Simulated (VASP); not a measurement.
## Al: single point with PBEsol

Crystal: Al.

```
Al
1.0
     4.67256    0.00000    0.00000
    -2.33628    4.04655    0.00000
     0.00000    0.00000    2.88587
Al
3
Direct
  0.00000 0.00000 0.00000
  0.33333 0.66667 0.50000
  0.66667 0.33333 0.50000
```

This cell differs from its parent crystal: volume scaled by 1.08.

| Quantity | Value |
| --- | --- |
| Program | VASP 6.6.1 |
| Task | single point |
| Functional | PBEsol |
| Potentials or basis | VASP PAW PBE potentials, release 64 (Al) |
| Cutoff | 520 eV |
| k mesh | 9 × 9 × 13 |
| Occupations | fermi-dirac, width 0.1 eV |
| Spin | no spin polarisation |
| Dipole correction | no |
| Further INCAR settings | ALGO = Normal; EDIFF = 1e-06; NBANDS = 12 |

The pressure is -4.7 GPa.

Stress tensor (GPa, compression positive):
```
-3.98  0.00  0.00
 0.00 -3.98  0.00
 0.00  0.00 -6.05
```

Levels at points of the mesh, in eV from the Fermi level:
| k point | band 1 | band 2 | band 3 | band 4 | band 5 | band 6 | band 7 | band 8 | band 9 |
| --- | --- | --- | --- | --- | --- | --- | --- | --- | --- |
| (0.00, 0.00, 0.00) | -10.44 | -1.87 | -1.87 | -1.77 | -1.77 | -1.34 | -1.23 | 6.00 | 7.03 |

Wall time 33 s on 1 thread of Intel(R) Xeon(R) Platinum 8259CL CPU @ 2.50GHz (Skylake/Cascade Lake) (shared host), peak memory 0.19 GiB.

Caveat: the PAW data sets were made with another functional, which shifts forces and pressure a little.
